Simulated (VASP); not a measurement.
Crystal: CaS.

```
CELL_PARAMETERS angstrom
0.00000 2.84300 2.84300
2.84300 0.00000 2.84300
2.84300 2.84300 0.00000
ATOMIC_POSITIONS crystal
Ca 0.50000 0.50000 0.50000
S 0.00000 0.00000 0.00000
```

Base run:

* Program: VASP 6.6.1
* Functional: revPBE
* Potentials or basis: VASP PAW PBE potentials, release 64 (Ca_sv, S)
* Cutoff: 500 eV
* k mesh: 8 × 8 × 8
* Occupations: gaussian, width 0.05 eV
* Spin: no spin polarisation

Its results: band gap on the k mesh 2.44 eV, indirect (least direct gap 3.24 eV); pressure 2.6 GPa.

Problem. The run is repeated on the same cell with these changes: functional from revPBE to PBE. What comes out?

Solution. Band gap on the k mesh 2.35 eV, indirect (least direct gap 3.16 eV); pressure 0.9 GPa.

PBE binds more tightly than revPBE, so the same cell stands under less pressure.

Caveats: the PAW data sets were made with another functional, which shifts forces and pressure a little (some runs).

A k mesh can miss the band edges.
